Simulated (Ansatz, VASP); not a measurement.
**One calculation of Fe, two programs**

```
CELL_PARAMETERS angstrom
4.03615 0.00000 0.00000
-2.01807 3.49541 0.00000
0.00000 0.00000 2.53700
ATOMIC_POSITIONS crystal
Fe 0.00000 0.00000 0.00000
Fe 0.33333 0.66667 0.50000
Fe 0.66667 0.33333 0.50000
```

Alike in both runs: task single point; functional RPBE; k mesh 11 × 11 × 14; occupations fermi-dirac, width 0.1 eV; no spin polarisation.

|  | VASP | Ansatz |
| --- | --- | --- |
| version | VASP 6.6.1 | Ansatz 0.2.0 |
| potentials or method | VASP PAW PBE potentials, release 64 (Fe), cutoff 520 eV | plane waves (420 eV) with PAW, scalar-relativistic |
| valence electrons in the cell | 24 | 48 |

```csv
,VASP,Ansatz,Ansatz less VASP
pressure (GPa),-22.1,-22.3,-0.12
"traceless stress, the component that is largest in VASP (GPa)",1.28,1.28,-0.001
```

VASP's potentials were made for PBE, not for RPBE. VASP's potentials hold 24 valence electrons a cell and Ansatz's 48, so a difference there can come from the potentials and not from the codes.
